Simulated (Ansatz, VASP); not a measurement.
**Sb in VASP and in Ansatz**

```
Sb
1.0
     3.10974    0.00000    0.01935
     0.00000    3.10980    0.00000
    -0.03872    0.00000    6.22119
Sb
2
Cartesian
  1.5452 0.0000 1.5650
  1.5258 0.0000 4.6756
```

Alike in both runs: functional PBE; k mesh 14 × 14 × 8; occupations gaussian, width 0.1 eV; no spin polarisation.

Ansatz relaxed the structure, and its values are those at the end. VASP's run is a single point on that final structure, the one shown.

|  | VASP | Ansatz |
| --- | --- | --- |
| version | VASP 6.6.1 | Ansatz 0.2.0 |
| potentials or method | VASP PAW PBE potentials, release 64 (Sb), cutoff 500 eV | scalar-relativistic, plane waves, PAW |
| valence electrons in the cell | 10 | 30 |

Ansatz gave:

| Item | Value |
| --- | --- |
| gap on the k mesh at the Fermi level (eV) | none |
| pressure (GPa) | 0.0 |

Question: What did VASP give for the same quantities?

Answer: gap on the k mesh at the Fermi level (eV): none; pressure (GPa): -0.1.

A gap of «none» marks a metal or a gap that the smearing closes. VASP's potentials hold 10 valence electrons a cell and Ansatz's 30, so a difference there can come from the potentials and not from the codes. Ansatz's warnings: structure snapped to symmetry.

Spin-orbit coupling is off throughout.
